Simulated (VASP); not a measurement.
A run of VASP 6.6.1 is set up as follows.

File INCAR:

```
SYSTEM = Ca2Al2O
  PREC = Accurate
  ENCUT = 600
  EDIFF = 1E-6
  ISMEAR = 0
  SIGMA = 0.1
  LREAL = .False.
  LASPH = .True.
  NELM = 80
  ALGO = Normal
  ISIF = 3
  LWAVE = .False.
  LCHARG = .False.
  GGA = PE
  IBRION = 2
  NSW = 90
  EDIFFG = -0.04
```

KPOINTS

```
Automatic mesh
0
Gamma
  4 4 4
  0 0 0
```

The input POSCAR:

```
Ca2Al2O
1.0
    4.0912299500      0.0000000000      0.0000000000
    0.0000000000      4.0912299500      0.0000000000
    0.0000000000      0.0000000000      6.0519115900
Ca Al O
2 2 1
Direct
    0.5000000000      0.0000000000      0.2888350800
    0.0000000000      0.5000000000      0.2888350800
    0.5000000000      0.0000000000      0.7951302700
    0.0000000000      0.5000000000      0.7951302700
    0.5000000000      0.5000000000      0.2064830200
```

Potentials or basis: VASP PAW PBE potentials, release 64 (Ca_sv, Al, O).

Run with:

```bash
$ cat potpaw_PBE.64/Ca_sv/POTCAR potpaw_PBE.64/Al/POTCAR potpaw_PBE.64/O/POTCAR > POTCAR
$ mpirun -np 1 vasp_std > vasp.out
```

Q: Predict the space group after relaxing (to 0.1 Å).

A: P4/mmm (No. 123).

Q: Estimate the relaxed volume.

A: 25.83 Å³/atom.

Q: What does it give for the relaxed cell?

A: a = 4.435 Å, b = 4.435 Å, c = 6.568 Å, α = 90.00°, β = 90.00°, γ = 90.00°.

Final structure:
```
Ca Al O
1.0
     4.43462    0.00000    0.00000
     0.00000    4.43462    0.00000
     0.00000    0.00000    6.56800
Ca Al O
2 2 1
Direct
  0.50000 0.00000 0.27540
  0.00000 0.50000 0.27540
  0.50000 0.00000 0.77613
  0.00000 0.50000 0.77613
  0.50000 0.50000 0.27135
```

Caveat: the k points lie up to 0.35 Å⁻¹ apart in the final cell; the volume moved by over 15 % at a fixed basis, so the end points are rough.
